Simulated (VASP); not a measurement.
# SrO (P-6m2) in VASP: notebook

SrO is run at these levels: PBEsol; tasks: single point, relaxation of cell and atoms.

Everything below comes from runs of VASP 6.6.1. Logs are shortened: lines on timing, memory, paths and dates and some standing lists are left out, and cuts for length are marked.

### Step 1. The cell of the first run

The structure is hexagonal, space group P-6m2 (No. 187). Conventional cell: a = 3.478 Å, b = 3.478 Å, c = 3.158 Å, α = 90.00°, β = 90.00°, γ = 120.00°. Sr (site symmetry -6m2) has 6 O at 2.55 Å and 2 Sr at 3.16 Å within 3.4 Å. Within 3.4 Å of O (site symmetry -6m2) lie 6 Sr at 2.55 Å and 2 O at 3.16 Å.

### Step 2. Single point, PBEsol

Contents of INCAR:

```
SYSTEM = SrO
PREC = Accurate
ENCUT = 520
EDIFF = 1E-6
ISMEAR = 0
SIGMA = 0.05
LREAL = .FALSE.
LASPH = .TRUE.
NELM = 80
ALGO = Normal
ISIF = 2
LWAVE = .FALSE.
LCHARG = .FALSE.
GGA = PS
NBANDS = 15
```

Contents of KPOINTS:

```
regular mesh
0
G
  12 12 10
  0 0 0
```

Contents of POSCAR:

```
SrO
1.0
    3.4780402384      0.0000000000      0.0000000000
   -1.7390201192      3.0120712019      0.0000000000
    0.0000000000      0.0000000000      3.1580084576
Sr O
1 1
Direct
    0.0000000000      0.0000000000      0.0000000000
    0.6666666667      0.3333333333      0.5000000000
```

Potentials or basis: VASP PAW PBE potentials, release 64 (Sr_sv, O).

The run is started by

```console
$ cat potpaw_PBE.64/Sr_sv/POTCAR potpaw_PBE.64/O/POTCAR > POTCAR
$ mpirun -np 1 vasp_std > vasp.out
```

OUTCAR:

```text
SYSTEM = SrO
   PREC = Accurate
   ENCUT = 520
   EDIFF = 1E-6
   ISMEAR = 0
   LREAL = .FALSE.
   LASPH = .TRUE.
   NELM = 80
   ISIF = 2
   GGA = PS

 ion  position               nearest neighbor table
   1  0.000  0.000  0.000-   2 2.55   2 2.55   2 2.55   2 2.55   2 2.55   2 2.55
   2  0.667  0.333  0.500-   1 2.55   1 2.55   1 2.55   1 2.55   1 2.55   1 2.55

  LATTYP: Found a hexagonal cell.
 ALAT       =     3.4780402384
 C/A-ratio  =     0.9079850264

  Lattice vectors:

 A1 = (   3.4780402384,   0.0000000000,   0.0000000000)
 A2 = (  -1.7390201192,   3.0120712019,   0.0000000000)
 A3 = (   0.0000000000,   0.0000000000,   3.1580084576)

Analysis of symmetry for initial positions (statically):
=====================================================================
 Subroutine PRICEL returns:
 Original cell was already a primitive cell.

 Routine SETGRP: Setting up the symmetry group for a
 hexagonal supercell.

 Subroutine GETGRP returns: Found 12 space group operations
 (whereof 12 operations were pure point group operations)
 out of a pool of 24 trial point group operations.

The static configuration has the point symmetry D_3h.

Analysis of symmetry for dynamics (positions and initial velocities):
=====================================================================
 Subroutine PRICEL returns:
 Original cell was already a primitive cell.

 Routine SETGRP: Setting up the symmetry group for a
 hexagonal supercell.

 Subroutine GETGRP returns: Found 12 space group operations
 (whereof 12 operations were pure point group operations)
 out of a pool of 24 trial point group operations.

The dynamic configuration has the point symmetry D_3h.

 Subroutine INISYM returns: Found 12 space group operations
 (whereof 12 operations are pure point group operations),
 and found     1 'primitive' translations

----------------------------------------------------------------------------------------

                                     Primitive cell

  volume of cell :      33.0836

  direct lattice vectors                    reciprocal lattice vectors
     3.478040238  0.000000000  0.000000000     0.287518238  0.165998732  0.000000000
    -1.739020119  3.012071202  0.000000000     0.000000000  0.331997464  0.000000000
     0.000000000  0.000000000  3.158008458     0.000000000  0.000000000  0.316655263

  length of vectors
     3.478040238  3.478040238  3.158008458     0.331997464  0.331997464  0.316655263

  position of ions in fractional coordinates (direct lattice)
     0.000000000  0.000000000  0.000000000
     0.666666667  0.333333333  0.500000000

  ion indices of the primitive-cell ions
   primitive index   ion index
                 1           1
                 2           2

----------------------------------------------------------------------------------------

 KPOINTS: regular mesh

Automatic generation of k-mesh.
 Grid dimensions read from file:
 generate k-points for:   12   12   10

 Generating k-lattice:

  Cartesian coordinates                     Fractional coordinates (reciprocal lattice)
     0.023959853  0.013833228  0.000000000     0.083333333  0.000000000  0.000000000
     0.000000000  0.027666455  0.000000000     0.000000000  0.083333333  0.000000000
     0.000000000  0.000000000  0.031665526     0.000000000  0.000000000  0.100000000

  Length of vectors
     0.027666455  0.027666455  0.031665526

  Shift w.r.t. Gamma in fractional coordinates (k-lattice)
     0.000000000  0.000000000  0.000000000

 Subroutine IBZKPT returns following result:
 ===========================================

 Found    114 irreducible k-points:

 Following reciprocal coordinates:
            Coordinates               Weight
  0.000000  0.000000  0.000000      1.000000
  0.083333  0.000000  0.000000      6.000000
  0.166667  0.000000  0.000000      6.000000
  0.250000  0.000000  0.000000      6.000000
  0.333333  0.000000  0.000000      6.000000
  0.416667  0.000000  0.000000      6.000000
[... 16 lines left out ...]
  0.250000  0.000000  0.100000     12.000000
  0.333333  0.000000  0.100000     12.000000
 [... further k-points ...]
   k-points           NKPTS =    114   k-points in BZ     NKDIM =    114   number of bands    NBANDS=     15
   number of dos      NEDOS =    301   number of ions     NIONS =      2
   total plane-waves  NPLWV =  18816
   dimension x,y,z NGX =    28 NGY =   28 NGZ =   24
   dimension x,y,z NGXF=    56 NGYF=   56 NGZF=   48
   ions per type =               1   1
   NGX,Y,Z   is equivalent  to a cutoff of  13.38, 13.38, 12.63 a.u.
   NGXF,Y,Z  is equivalent  to a cutoff of  26.77, 26.77, 25.27 a.u.
 SYSTEM =  SrO
   PREC   = accura    normal or accurate (medium, high low for compatibility)
   ISTART =      0    job   : 0-new  1-cont  2-samecut
   ICHARG =      2    charge: 1-file 2-atom 10-const
   ISPIN  =      1    spin polarized calculation?
   LNONCOLLINEAR =      F non collinear calculations
   LSORBIT =      F    spin-orbit coupling
   LASPH  =      T    aspherical Exc in radial PAW
   ENCUT  =  520.0 eV  38.22 Ry    6.18 a.u.   6.47  6.47  5.87*2*pi/ulx,y,z
   NELM   =     80;   NELMIN=  2; NELMDL= -5     # of ELM steps
   EDIFF  = 0.1E-05   stopping-criterion for ELM
   LREAL  =      F    real-space projection
   EDIFFG = 0.1E-04   stopping-criterion for IOM
   NSW    =      0    number of steps for IOM
   IBRION =     -1    ionic relax: 0-MD 1-quasi-New 2-CG
   NFREE  =      0    steps in history (QN), initial steepest desc. (CG)
   ISIF   =      2    stress and relaxation
   ISYM   =      2    0-nonsym 1-usesym 2-fastsym
   POTIM  = 0.5000    time-step for ionic-motion
   TEBEG  =    0.0;   TEEND  =   0.0 temperature during run
   PSTRESS=    0.0 pullay stress
   NELECT =      16.0000    total number of electrons
   NUPDOWN=      -1.0000    fix difference up-down
   EMIN   =  10.00;   EMAX   =-10.00  energy-range for DOS
   EFERMI =   0.00;   METHOD = LEGACY
   ISMEAR =     0;   SIGMA  =   0.05  broadening in eV -4-tet -1-fermi 0-gaus
   EFERMI_NEDOS =   21; number of points for ismear=-14 and -15
   IALGO  =     38    algorithm
   IMIX   =      4    mixing-type and parameters
     AMIX     =   0.40;   BMIX     =  1.00
     AMIX_MAG =   1.60;   BMIX_MAG =  1.00
  volume/ion in A,a.u.               =      16.54       111.63
  Fermi-wavevector in a.u.,A,eV,Ry     =   1.285022  2.428339 22.467038  1.651281
  Thomas-Fermi vector in A             =   2.417181
   LORBIT       =      0    0 simple, 1 ext, 2 COOP (PROOUT), +10 PAW based schemes
   GGA     = PS    functional components
   LHFCALC =     F    Hartree Fock is set to
   AEXX    =    0.0000 exact exchange contribution
   IVDW    =     0    specifies the selected vdW correction
   LEPSILON=     F    determine dielectric tensor
   LRPA    =     F    only Hartree local field effects (RPA)
 non-spin polarized calculation
 Gauss-broadening in eV      SIGMA  =   0.05
  energy-cutoff  :      520.00
  volume of cell :       33.08
 maximum number of plane-waves:       912
 NGX is ok and might be reduce to    28
   NGX = 13   NGY = 13   NGZ = 11

 number of electron      15.9999998 magnetization

 Free energy of the ion-electron system (eV)
  ---------------------------------------------------
  ext. energy  EPLUGINS =         0.00000000
  ---------------------------------------------------
  free energy    TOTEN  =       -12.24364637 eV

  energy without entropy =      -12.24364637  energy(sigma->0) =      -12.24364637

 E-fermi :   2.4473     XC(G=0): -10.3911

 val. band max:        2.1282102475   @ k =   0.0000   0.0000   0.0000
 cond. band min:       4.9150819836   @ k =   0.0000   0.0000   0.0000
 fundamental gap:      2.7868717361
 Fermi energy:         2.4473353063

 k-point     1 :       0.0000    0.0000    0.0000
  band No.  band energies     occupation
      1     -30.8612      2.00000
      2     -13.3043      2.00000
      3     -12.4558      2.00000
      4     -12.4558      2.00000
      5     -12.2102      2.00000
      6       1.2187      2.00000
      7       1.2187      2.00000
      8       2.1282      2.00000
      9       4.9151      0.00000
     10       6.0774      0.00000
     11       9.9397      0.00000
     12       9.9397      0.00000
     13      12.7595      0.00000
     14      12.7595      0.00000
     15      16.5276      0.00000

 k-point     2 :       0.0833    0.0000    0.0000
  band No.  band energies     occupation
      1     -30.8511      2.00000
      2     -13.5166      2.00000
      3     -12.4753      2.00000
      4     -12.2834      2.00000
      5     -12.1985      2.00000
      6       1.0462      2.00000
      7       1.2571      2.00000
      8       2.0787      2.00000
      9       5.1293      0.00000
     10       6.3167      0.00000
     11       9.6922      0.00000
     12      10.0496      0.00000
     13      12.6993      0.00000
     14      12.6993      0.00000
     15      16.7934      0.00000

 k-point     3 :       0.1667    0.0000    0.0000
  band No.  band energies     occupation
      1     -30.8233      2.00000
      2     -13.9152      2.00000
      3     -12.5281      2.00000
      4     -12.1662      2.00000
      5     -11.9934      2.00000
      6       0.6788      2.00000
      7       1.3580      2.00000
      8       1.9455      2.00000
      9       5.5723      0.00000
     10       6.9758      0.00000
     11       9.2090      0.00000
     12      10.3839      0.00000
     13      12.5207      0.00000
     14      12.5412      0.00000
     15      17.1379      0.00000
[... 343 lines left out ...]
 k-point    23 :       0.2500    0.0000    0.1000
  band No.  band energies     occupation
      1     -30.7671      2.00000
      2     -14.3051      2.00000
      3     -12.5786      2.00000
      4     -12.4207      2.00000
      5     -11.5653      2.00000
      6       0.3775      2.00000
      7       1.4513      2.00000
      8       1.6005      2.00000
      9       6.0965      0.00000
     10       7.9239      0.00000
     11       9.3090      0.00000
     12      10.6474      0.00000
     13      11.9330      0.00000
     14      12.4275      0.00000
     15      17.1788      0.00000

 k-point    24 :       0.3333    0.0000    0.1000
  band No.  band energies     occupation
      1     -30.7288      2.00000
      2     -14.5959      2.00000
      3     -12.6466      2.00000
      4     -12.3398      2.00000
      5     -11.4839      2.00000
      6       0.1221      2.00000
      7       1.4939      2.00000
      8       1.5376      2.00000
      9       6.0460      0.00000
     10       8.5288      0.00000
     11       9.9000      0.00000
     12      11.2816      0.00000
     13      11.7870      0.00000
     14      12.4428      0.00000
     15      17.1006      0.00000

 [... further k-points ...]
[... 5 lines left out ...]
  --------------------------------------------------------------------------------------
  -------------------------------------------------------------------------------------
  Total        0.1364200      0.1364200      0.1664061     -0.0000000      0.0000000      0.0000000
  in kB        6.6065615      6.6065615      8.0587314     -0.0000000      0.0000000      0.0000000
  external PRESSURE =       7.0906181 kB  Pullay stress =       0.0000000 kB

 VOLUME and BASIS-vectors are now :
 -----------------------------------------------------------------------------
  energy-cutoff  :      520.00
  volume of cell :       33.08
      direct lattice vectors                 reciprocal lattice vectors
     3.478040238  0.000000000  0.000000000     0.287518238  0.165998732  0.000000000
    -1.739020119  3.012071202  0.000000000     0.000000000  0.331997464  0.000000000
     0.000000000  0.000000000  3.158008458     0.000000000  0.000000000  0.316655263

 POSITION                                       TOTAL-FORCE (eV/Angst)
 -----------------------------------------------------------------------------------
      0.00000      0.00000      0.00000        -0.000000      0.000000      0.000000
      1.73902      1.00402      1.57900         0.000000     -0.000000      0.000000
 -----------------------------------------------------------------------------------
    total drift:                               -0.000001      0.000000      0.000000

  FREE ENERGIE OF THE ION-ELECTRON SYSTEM (eV)
  ---------------------------------------------------
  free  energy   TOTEN  =       -12.2436463663 eV

  energy  without entropy=      -12.2436463663  energy(sigma->0) =      -12.24364637
```

It took 48 s on 1 thread of Intel Xeon 6975P-C, shared host; peak memory 0.19 GiB.

What came out:

* Free energy: -12.2436 eV
* Pressure: 0.7 GPa
* Band gap on the k mesh: 2.79 eV, direct

Stress tensor (GPa, compression positive):
```
0.66 0.00 0.00
0.00 0.66 0.00
0.00 0.00 0.81
```

Levels at points of the mesh, in eV from the valence-band top:
| k point | band 6 | band 7 | band 8 | band 9 | band 10 | band 11 |
| --- | --- | --- | --- | --- | --- | --- |
| (0.00, 0.00, 0.00) | -0.91 | -0.91 | 0.00 | 2.79 | 3.95 | 7.81 |
| (0.50, 0.00, 0.00) | -2.23 | -0.70 | -0.42 | 3.38 | 6.81 | 9.35 |
| (0.00, 0.00, 0.50) | -2.68 | -0.72 | -0.72 | 6.11 | 6.51 | 6.51 |
| (0.50, 0.00, 0.50) | -1.75 | -1.42 | -1.41 | 5.17 | 6.32 | 9.59 |

Caveat: the PAW data sets were made with another functional, which shifts forces and pressure a little. A k mesh can miss the band edges.

### Step 3. Relaxation of cell and atoms, PBEsol

This run uses another cell than the first one, of 16.80 Å³/atom, 1.016 times its volume.

Contents of INCAR:

```
PREC = Accurate
ENCUT = 600
EDIFF = 1E-7
ISMEAR = 0
SIGMA = 0.05
LREAL = False
LASPH = True
NELM = 60
ALGO = Normal
ISIF = 3
LWAVE = False
LCHARG = False
GGA = PS
IBRION = 2
NSW = 80
EDIFFG = -0.01
```

Contents of KPOINTS:

```
regular mesh
0
Gamma
  12 12 10
```

Contents of POSCAR:

```
SrO
1.0
    3.4129457732      0.0000000000      0.0000000000
   -1.7064728866      2.9556977414      0.0000000000
    0.0000000000      0.0000000000      3.3308659833
Sr O
1 1
Direct
    0.0000000000      0.0000000000      0.0000000000
    0.6666666667      0.3333333333      0.5000000000
```

Potentials or basis: VASP PAW PBE potentials, release 64 (Sr_sv, O).

The run is started by

```console
$ cat potpaw_PBE.64/Sr_sv/POTCAR potpaw_PBE.64/O/POTCAR > POTCAR
$ mpirun -np 1 vasp_std > vasp.out
```

OUTCAR:

```text
PREC = Accurate
   ENCUT = 600
   EDIFF = 1E-7
   ISMEAR = 0
   LREAL = False
   LASPH = True
   NELM = 60
   ISIF = 3
   GGA = PS
   IBRION = 2
   NSW = 80
   EDIFFG = -0.01

 ion  position               nearest neighbor table
   1  0.000  0.000  0.000-   2 2.58   2 2.58   2 2.58   2 2.58   2 2.58   2 2.58
   2  0.667  0.333  0.500-   1 2.58   1 2.58   1 2.58   1 2.58   1 2.58   1 2.58

  LATTYP: Found a hexagonal cell.
 ALAT       =     3.4129457732
 C/A-ratio  =     0.9759504559

  Lattice vectors:

 A1 = (   3.4129457732,   0.0000000000,   0.0000000000)
 A2 = (  -1.7064728866,   2.9556977414,   0.0000000000)
 A3 = (   0.0000000000,   0.0000000000,   3.3308659833)

Analysis of symmetry for initial positions (statically):
=====================================================================
[... 332 lines left out ...]
 fundamental gap:      2.7733966948
 Fermi energy:         2.3600780378

 k-point     1 :       0.0000    0.0000    0.0000
  band No.  band energies     occupation
      1     -30.9158      2.00000
      2     -13.3293      2.00000
      3     -12.5196      2.00000
      4     -12.5196      2.00000
      5     -12.2751      2.00000
      6       1.1906      2.00000
      7       1.1906      2.00000
      8       2.0877      2.00000
      9       4.8611      0.00000
     10       6.0165      0.00000
     11       9.8679      0.00000
     12       9.8679      0.00000
[... 331 lines left out ...]
 k-point    24 :       0.3333    0.0000    0.1000
  band No.  band energies     occupation
      1     -30.7872      2.00000
      2     -14.6140      2.00000
      3     -12.7062      2.00000
      4     -12.4016      2.00000
      5     -11.5472      2.00000
      6       0.0957      2.00000
      7       1.4618      2.00000
      8       1.5025      2.00000
      9       6.0013      0.00000
     10       8.4577      0.00000
     11       9.8065      0.00000
     12      11.2054      0.00000

 [... further k-points ...]
[... 5 lines left out ...]
  --------------------------------------------------------------------------------------
  -------------------------------------------------------------------------------------
  Total       -0.0009353     -0.0009353      0.0076882     -0.0000000     -0.0000000      0.0000000
  in kB       -0.0449794     -0.0449794      0.3697192     -0.0000000     -0.0000000      0.0000000
  external PRESSURE =       0.0932535 kB  Pullay stress =       0.0000000 kB
[... 17 lines left out ...]
  FREE ENERGIE OF THE ION-ELECTRON SYSTEM (eV)
  ---------------------------------------------------
  free  energy   TOTEN  =       -12.2462734270 eV

  energy  without entropy=      -12.2462734270  energy(sigma->0) =      -12.24627343

 reached required accuracy - stopping structural energy minimisation
```

OSZICAR:

```text
N       E                     dE             d eps       ncg     rms          rms(c)
DAV:   1     0.830802035367E+02    0.83080E+02   -0.96315E+03  2736   0.147E+03
DAV:   2    -0.102549757680E+02   -0.93335E+02   -0.86454E+02  3736   0.266E+02
DAV:   3    -0.141267107530E+02   -0.38717E+01   -0.38447E+01  3608   0.529E+01
[... 51 lines left out ...]
DAV:   4    -0.122462584456E+02    0.26462E-04   -0.18161E-04  4208   0.975E-02    0.661E-02
DAV:   5    -0.122462690091E+02   -0.10563E-04   -0.87785E-06  3412   0.288E-02    0.220E-02
DAV:   6    -0.122462731385E+02   -0.41295E-05   -0.17813E-05  4492   0.280E-02    0.431E-03
DAV:   7    -0.122462734050E+02   -0.26643E-06   -0.21648E-07  2968   0.496E-03    0.121E-03
DAV:   8    -0.122462734270E+02   -0.22031E-07   -0.18278E-08  1536   0.141E-03
   5 F= -.12246273E+02 E0= -.12246273E+02  d E =-.162556E-02
```

CONTCAR:

```text
SrO
   1.00000000000000
     3.4864194732747764   -0.0000000000000000    0.0000000000000000
    -1.7432097366373882    3.0193278321793557   -0.0000000000000000
     0.0000000000000000   -0.0000000000000000    3.1649976911270152
  Sr              O
     1     1
Direct
     0.0000000000000000    0.0000000000000000    1.0000000000000000
     0.6666666667000030    0.3333333332999970    0.5000000000000000

  0.00000000E+00  0.00000000E+00  0.00000000E+00
  0.00000000E+00  0.00000000E+00  0.00000000E+00
```

It took 3.3 min on 1 thread of Intel Xeon 6975P-C, shared host; peak memory 0.22 GiB.

What came out:

```yaml
Free_energy: -12.2463 eV
Relaxed_volume: 16.66 Å³/atom
Relaxed_cell: a = 3.486 Å, b = 3.486 Å, c = 3.165 Å, α = 90.00°, β = 90.00°, γ = 120.00°
Space_group_after_relaxing_to_0.05_Å: P-6m2 (No. 187)
Energy_gained_by_relaxing: 43.8 meV/atom
Ionic_steps: 5
Pressure_after_relaxing: 0.0 GPa
Band_gap_on_the_k_mesh: 2.77 eV, direct
```

The path:
```tsv
step	energy change (eV)	largest force (eV/Å)	pressure (GPa)	volume (Å³)
1	0.0000	0.0000	-1.67	33.60
2	-0.0785	0.0000	2.04	32.67
3	-0.0859	0.0000	1.15	32.89
4	-0.0875	0.0000	-0.22	33.41
5	-0.0875	0.0000	0.01	33.32
```

Final structure:
```xyz
2
Lattice="3.4864 0.0000 0.0000 -1.7432 3.0193 0.0000 0.0000 0.0000 3.1650" Properties=species:S:1:pos:R:3 pbc="T T T"
Sr    0.0000    0.0000    3.1650
O     1.7432    1.0064    1.5825
```

Caveat: the PAW data sets were made with another functional, which shifts forces and pressure a little. A k mesh can miss the band edges.
